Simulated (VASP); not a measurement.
# Si (C2) in VASP: notebook

Si is run at these levels: PBE; tasks: single point.

All numbers are computed with VASP 6.6.1; they aren't measurements. Logs are shortened: lines on timing, memory, paths and dates and some standing lists are left out, and cuts for length are marked.

## Step 1: The cell of the first run

The structure is monoclinic, space group C2 (No. 5). The conventional cell has a = 14.224 Å, b = 3.957 Å, c = 6.067 Å, α = 90.00°, β = 96.40°, γ = 90.00°. Si (site symmetry 1) has 4 Si at 2.32 to 2.45 Å within 3.1 Å. Si (site symmetry 1) has 4 Si at 2.37 to 2.47 Å within 3.1 Å. Si (site symmetry 1) has 4 Si at 2.30 to 2.45 Å within 3.0 Å. Si (site symmetry 1) has 4 Si at 2.30 to 2.47 Å within 3.0 Å.

## Step 2: Single point, PBE (atoms displaced along a vibrational mode, the cell strained)

Contents of INCAR:

```
  PREC = Accurate
  ENCUT = 520
  EDIFF = 1E-6
  ISMEAR = 0
  SIGMA = 0.03
  LREAL = F
  LASPH = T
  NELM = 100
  ALGO = Normal
  ISIF = 2
  LWAVE = F
  LCHARG = F
  GGA = PE
  NBANDS = 26
```

Contents of KPOINTS:

```
regular mesh
0
Gamma
  10 10 6
```

Contents of POSCAR:

```
Si
1.0
    7.1118295019     -1.9785855778      0.0527465744
    7.1118295019      1.9785855778      0.0527465744
   -0.7206036348      0.0000000000      6.0244301646
Si
8
Direct
    0.0169230152      0.0944013178      0.8741221558
    0.9055986822      0.9830769848      0.1258778442
    0.5163120269      0.6021485445      0.6536328742
    0.3978514555      0.4836879731      0.3463671258
    0.3211979420      0.1045891762      0.0570686657
    0.8954108238      0.6788020580      0.9429313343
    0.7003787968      0.7536727424      0.5855965457
    0.2463272576      0.2996212032      0.4144034543
```

Potentials or basis: VASP PAW PBE potentials, release 64 (Si).

On the command line:

```bash
cat potpaw_PBE.64/Si/POTCAR > POTCAR
mpirun -np 1 vasp_std > vasp.out
```

OUTCAR:

```text
PREC = Accurate
   ENCUT = 520
   EDIFF = 1E-6
   ISMEAR = 0
   LREAL = F
   LASPH = T
   NELM = 100
   ISIF = 2
   GGA = PE

 ion  position               nearest neighbor table
   1  0.017  0.094  0.874-   2 2.32   3 2.38   3 2.41   5 2.45
   2  0.906  0.983  0.126-   1 2.32   4 2.38   4 2.41   6 2.45
   3  0.516  0.602  0.654-   4 2.37   1 2.38   1 2.41   7 2.47
   4  0.398  0.484  0.346-   3 2.37   2 2.38   2 2.41   8 2.47
   5  0.321  0.105  0.057-   8 2.30   6 2.38   6 2.38   1 2.45
   6  0.895  0.679  0.943-   7 2.30   5 2.38   5 2.38   2 2.45
   7  0.700  0.754  0.586-   6 2.30   8 2.36   8 2.36   3 2.47
   8  0.246  0.300  0.414-   5 2.30   7 2.36   7 2.36   4 2.47

  LATTYP: Found a base centered monoclinic cell.
 ALAT       =    14.2240502059
 B/A-ratio  =     0.2782028394
 C/A-ratio  =     0.4265574156
 COS(beta)  =    -0.1113996625

  Lattice vectors:

 A1 = (   7.1118295019,  -1.9785855778,   0.0527465744)
 A2 = (   7.1118295019,   1.9785855778,   0.0527465744)
 A3 = (  -0.7206036348,   0.0000000000,   6.0244301646)

Analysis of symmetry for initial positions (statically):
=====================================================================
 Subroutine PRICEL returns:
 Original cell was already a primitive cell.

 Routine SETGRP: Setting up the symmetry group for a
 base centered monoclinic supercell.

 Subroutine GETGRP returns: Found  2 space group operations
 (whereof  2 operations were pure point group operations)
 out of a pool of  4 trial point group operations.

The static configuration has the point symmetry C_2 .

Analysis of symmetry for dynamics (positions and initial velocities):
=====================================================================
 Subroutine PRICEL returns:
 Original cell was already a primitive cell.

 Routine SETGRP: Setting up the symmetry group for a
 base centered monoclinic supercell.

 Subroutine GETGRP returns: Found  2 space group operations
 (whereof  2 operations were pure point group operations)
 out of a pool of  4 trial point group operations.

The dynamic configuration has the point symmetry C_2 .

 Subroutine INISYM returns: Found  2 space group operations
 (whereof  2 operations are pure point group operations),
 and found     1 'primitive' translations

----------------------------------------------------------------------------------------
[... 109 lines left out ...]
   IBRION =     -1    ionic relax: 0-MD 1-quasi-New 2-CG
   NFREE  =      0    steps in history (QN), initial steepest desc. (CG)
   ISIF   =      2    stress and relaxation
   ISYM   =      2    0-nonsym 1-usesym 2-fastsym
   POTIM  = 0.5000    time-step for ionic-motion
   TEBEG  =    0.0;   TEEND  =   0.0 temperature during run
   PSTRESS=    0.0 pullay stress
   NELECT =      32.0000    total number of electrons
   NUPDOWN=      -1.0000    fix difference up-down
   EMIN   =  10.00;   EMAX   =-10.00  energy-range for DOS
   EFERMI =   0.00;   METHOD = LEGACY
   ISMEAR =     0;   SIGMA  =   0.03  broadening in eV -4-tet -1-fermi 0-gaus
   EFERMI_NEDOS =   21; number of points for ismear=-14 and -15
   IALGO  =     38    algorithm
   IMIX   =      4    mixing-type and parameters
     AMIX     =   0.40;   BMIX     =  1.00
     AMIX_MAG =   1.60;   BMIX_MAG =  1.00
  volume/ion in A,a.u.               =      21.21       143.14
  Fermi-wavevector in a.u.,A,eV,Ry     =   0.938791  1.774058 11.991211  0.881329
  Thomas-Fermi vector in A             =   2.066039
   LORBIT       =      0    0 simple, 1 ext, 2 COOP (PROOUT), +10 PAW based schemes
   GGA     = PE    functional components
   LHFCALC =     F    Hartree Fock is set to
   AEXX    =    0.0000 exact exchange contribution
   IVDW    =     0    specifies the selected vdW correction
   LEPSILON=     F    determine dielectric tensor
   LRPA    =     F    only Hartree local field effects (RPA)
 non-spin polarized calculation
 Gauss-broadening in eV      SIGMA  =   0.03
  energy-cutoff  :      520.00
  volume of cell :      169.69
 maximum number of plane-waves:      4617
   NGX = 27   NGY = 27   NGZ = 23

 number of electron      32.0000000 magnetization

 Free energy of the ion-electron system (eV)
  ---------------------------------------------------
  ext. energy  EPLUGINS =         0.00000000
  ---------------------------------------------------
  free energy    TOTEN  =       -42.33122620 eV

  energy without entropy =      -42.33122620  energy(sigma->0) =      -42.33122620

 E-fermi :   5.8211     XC(G=0):  -9.1309

 val. band max:        5.6822765447   @ k =   0.0000   0.0000   0.0000
 cond. band min:       5.9524029827   @ k =   0.5000   0.5000   0.5000
 fundamental gap:      0.2701264380
 Fermi energy:         5.8210532168

 k-point     1 :       0.0000    0.0000    0.0000
  band No.  band energies     occupation
      1      -6.6108      2.00000
      2      -4.5791      2.00000
      3      -4.0646      2.00000
      4      -3.2645      2.00000
      5      -1.6764      2.00000
      6      -1.2110      2.00000
[... 685 lines left out ...]
     25       9.0669      0.00000
     26       9.4358      0.00000

 [... further k-points ...]

------------------------ aborting loop because EDIFF is reached ----------------------------------------

  FORCE on cell =-STRESS in cart. coord.  units (eV):
  Direction    XX          YY          ZZ          XY          YZ          ZX
  --------------------------------------------------------------------------------------
  -------------------------------------------------------------------------------------
  Total       -4.3887218     -3.7999127      4.8017327      0.0000000      0.0000000     -1.3019107
  in kB      -41.4363394    -35.8770685     45.3358024      0.0000000      0.0000000    -12.2920558
  external PRESSURE =     -10.6592018 kB  Pullay stress =       0.0000000 kB

 VOLUME and BASIS-vectors are now :
 -----------------------------------------------------------------------------
  energy-cutoff  :      520.00
  volume of cell :      169.69
      direct lattice vectors                 reciprocal lattice vectors
     7.111829502 -1.978585578  0.052746574     0.070243082 -0.252705774  0.008402026
     7.111829502  1.978585578  0.052746574     0.070243082  0.252705774  0.008402026
    -0.720603635  0.000000000  6.024430165    -0.001230019  0.000000000  0.165843676

 POSITION                                       TOTAL-FORCE (eV/Angst)
 -----------------------------------------------------------------------------------
      0.16182      0.15330      5.27196         0.695702     -0.291715      0.165266
     13.34123      0.15330      0.85796        -0.695702     -0.291715     -0.165266
      7.48329      0.16983      3.99676         0.407168     -0.228162     -0.065996
      6.01976      0.16983      2.13316        -0.407168     -0.228162      0.065996
      2.98700     -0.42858      0.36627        -0.373258      0.590773     -0.224731
     10.51605     -0.42858      5.76366         0.373258      0.590773      0.224731
      9.91898      0.10545      3.60458        -0.249714     -0.070896     -0.215578
      3.58407      0.10545      2.52534         0.249714     -0.070896      0.215578
 -----------------------------------------------------------------------------------
    total drift:                               -0.000000     -0.000022     -0.000000

  FREE ENERGIE OF THE ION-ELECTRON SYSTEM (eV)
  ---------------------------------------------------
  free  energy   TOTEN  =       -42.3312262044 eV

  energy  without entropy=      -42.3312262044  energy(sigma->0) =      -42.33122620
```

Wall time 13 min (1 thread of Intel Xeon Platinum 8488C (Sapphire Rapids), shared host); peak memory 0.71 GiB.

Results:

| Item | Value |
| --- | --- |
| Free energy | -42.3312 eV |
| Pressure | -1.1 GPa |
| Largest force | 0.772 eV/Å |
| Band gap on the k mesh | 0.27 eV (least direct gap 0.62 eV) |

Forces in eV/Å, atoms in the order of the input:
```
Si   0.696 -0.292  0.165
Si  -0.696 -0.292 -0.165
Si   0.407 -0.228 -0.066
Si  -0.407 -0.228  0.066
Si  -0.373  0.591 -0.225
Si   0.373  0.591  0.225
Si  -0.250 -0.071 -0.216
Si   0.250 -0.071  0.216
```

Levels at points of the mesh, in eV from the valence-band top:
```tsv
k point	band 14	band 15	band 16	band 17	band 18	band 19
(0.00, 0.00, 0.00)	-1.11	-0.70	0.00	0.63	0.74	1.00
(0.50, 0.00, 0.00)	-2.91	-2.37	-2.02	0.65	1.32	1.36
(0.50, 0.50, 0.00)	-1.59	-1.51	-0.17	0.45	0.92	1.51
(0.00, 0.00, 0.50)	-1.83	-1.25	-1.04	0.46	0.78	1.34
(0.50, 0.00, 0.50)	-1.72	-1.67	-1.51	0.84	1.06	1.59
(0.50, 0.50, 0.50)	-1.89	-1.63	-1.42	0.27	0.85	0.87
```

Caveat: the cell differs from its parent crystal (atoms displaced along a vibrational mode, the cell strained).

## Step 3: Single point, PBE (atoms displaced along a vibrational mode, the cell strained)

Contents of INCAR:

```
PREC     = Accurate       # precision mode
ENCUT    = 520            # plane-wave cutoff, eV
EDIFF    = 1E-7           # SCF threshold, eV
ISMEAR   = 0              # smearing method
SIGMA    = 0.03           # smearing width, eV
LREAL    = F              # projectors in reciprocal space
LASPH    = T              # aspherical terms in the spheres
NELM     = 80             # most SCF steps
ALGO     = Normal         # electronic algorithm
ISIF     = 2              # what is computed and relaxed
LWAVE    = F              # write WAVECAR
LCHARG   = F              # write CHGCAR
GGA      = PE             # functional
NBANDS   = 26             # bands
```

Contents of KPOINTS:

```
Automatic mesh
0
Gamma
  10 10 6
```

POSCAR: that of step 2 with these lines changed.

```diff
@@ -2,5 +2,5 @@
 1.0
-    7.1118295019     -1.9785855778      0.0527465744
-    7.1118295019      1.9785855778      0.0527465744
-   -0.7206036348      0.0000000000      6.0244301646
+    6.7232070573     -1.8657693678     -0.0914173985
+    6.7232070573      1.8657693678     -0.0914173985
+   -0.8088176746      0.0000000000      6.7619220352
 Si
```

Potentials or basis: VASP PAW PBE potentials, release 64 (Si).

On the command line:

```bash
cat potpaw_PBE.64/Si/POTCAR > POTCAR
mpirun -np 1 vasp_std > vasp.out
```

Wall time 12 min (1 thread of Intel Xeon 6975P-C (Granite Rapids), shared host); peak memory 0.71 GiB.

It converged, with:

```
Free energy            : -42.0835 eV
Pressure               : -1.0 GPa
Largest force          : 1.050 eV/Å
Band gap on the k mesh : 0.21 eV (least direct gap 0.96 eV)
```

Forces in eV/Å, atoms in the order of the input:
```
Si  -0.078 -0.167  0.086
Si   0.078 -0.167 -0.086
Si  -0.509 -0.120  0.071
Si   0.509 -0.120 -0.071
Si  -0.477  0.583  0.732
Si   0.477  0.583 -0.732
Si   0.319 -0.295  0.831
Si  -0.319 -0.295 -0.831
```

Stress tensor (GPa, compression positive):
```
 2.95  0.00 -0.01
 0.00  3.92  0.00
-0.01  0.00 -9.73
```

Levels at points of the mesh, in eV from the valence-band top:
```csv
k point,band 14,band 15,band 16,band 17,band 18,band 19
"(0.00, 0.00, 0.00)",-0.95,-0.46,0.00,0.96,1.52,1.59
"(0.50, 0.00, 0.00)",-2.94,-2.14,-1.70,0.43,1.33,1.60
"(0.50, 0.50, 0.00)",-1.00,-0.95,-0.65,0.90,1.13,1.38
"(0.00, 0.00, 0.50)",-1.26,-0.98,-0.59,1.12,1.37,1.81
"(0.50, 0.00, 0.50)",-2.38,-1.94,-1.48,0.24,0.64,0.84
"(0.50, 0.50, 0.50)",-1.91,-0.97,-0.79,0.90,0.95,1.53
```

Caveat: the cell differs from its parent crystal (atoms displaced along a vibrational mode, the cell strained); forces of over 1 eV/Å act on the atoms, so gaps and moduli don't describe the material at rest. A k mesh can miss the band edges.

(Part 1 of 2 ends here.)
